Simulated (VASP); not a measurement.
**TaN: single point with PBE-based screened hybrid with 10 % exact exchange**

Crystal: TaN.

```
Ta N
1.0
     2.93800    0.00000    0.00000
    -1.46900    2.54438    0.00000
     0.00000    0.00000    2.88300
Ta N
1 1
Direct
  0.00000 0.00000 0.50000
  0.66667 0.33333 0.00000
```

```
Program                            : VASP 6.6.1
Task                               : single point
Functional                         : PBE-based screened hybrid with 10 % exact exchange
Potentials or basis                : VASP PAW PBE potentials, release 64 (Ta_pv, N)
Cutoff                             : 520 eV
k mesh                             : 5 × 5 × 5
Occupations                        : fermi-dirac, width 0.05 eV
Spin                               : no spin polarisation
Dipole correction                  : no
Grid for exact exchange (PRECFOCK) : Normal
Share of exact exchange            : 0.1
Further INCAR settings             : ALGO = Normal; EDIFF = 1e-07; NBANDS = 15
Screening parameter                : 0.2 1/Å
```

* Pressure: 1.4 GPa
* Band gap on the k mesh: zero (filled and empty bands touch)

Levels at points of the mesh, in eV from the Fermi level:
```tsv
k point	band 4	band 5	band 6	band 7	band 8	band 9	band 10	band 11	band 12	band 13
(0.00, 0.00, 0.00)	-18.76	-4.96	-4.96	-4.56	-3.27	2.37	3.78	3.78	4.25	4.25
```

Run time: 13 min on 1 thread of Intel(R) Xeon(R) Platinum 8488C (Sapphire Rapids), with other jobs on the host, peak memory 0.25 GiB.

Caveat: the k points lie up to 0.49 Å⁻¹ apart; the PAW data sets were made with another functional, which shifts forces and pressure a little; spin-orbit coupling is left out, which moves the levels of the heavy elements.
